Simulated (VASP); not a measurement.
A run of VASP 6.6.1:

File INCAR:

```
SYSTEM = Pb
PREC = Accurate
ENCUT = 520
EDIFF = 1E-6
ISMEAR = -1
SIGMA = 0.05
LREAL = .FALSE.
LASPH = .TRUE.
NELM = 80
ALGO = Normal
ISIF = 2
LWAVE = .FALSE.
LCHARG = .FALSE.
GGA = PE
IVDW = 13
NBANDS = 13
```

The input KPOINTS:

```
regular mesh
0
G
  9 9 9
  0 0 0
```

POSCAR

```
Pb
1.0
    0.0000000000      2.4244952108      2.4244952108
    2.4244952108      0.0000000000      2.4244952108
    2.4244952108      2.4244952108      0.0000000000
Pb
1
Direct
    0.0000000000      0.0000000000      0.0000000000
```

Potentials or basis: VASP PAW PBE potentials, release 64 (Pb_d).

The run is started by

```bash
$ cat potpaw_PBE.64/Pb_d/POTCAR > POTCAR
$ mpirun -np 1 vasp_std > vasp.out
```

Hardware: 1 thread of AMD EPYC 7R13 Processor (Zen 3) (shared host).

Question: Estimate the wall time of this run.

Answer: Wall time 12 s on 1 thread of AMD EPYC 7R13 Processor (Zen 3), with other jobs on the host, peak memory 0.13 GiB. Counts: scf iterations 11, k points 35.
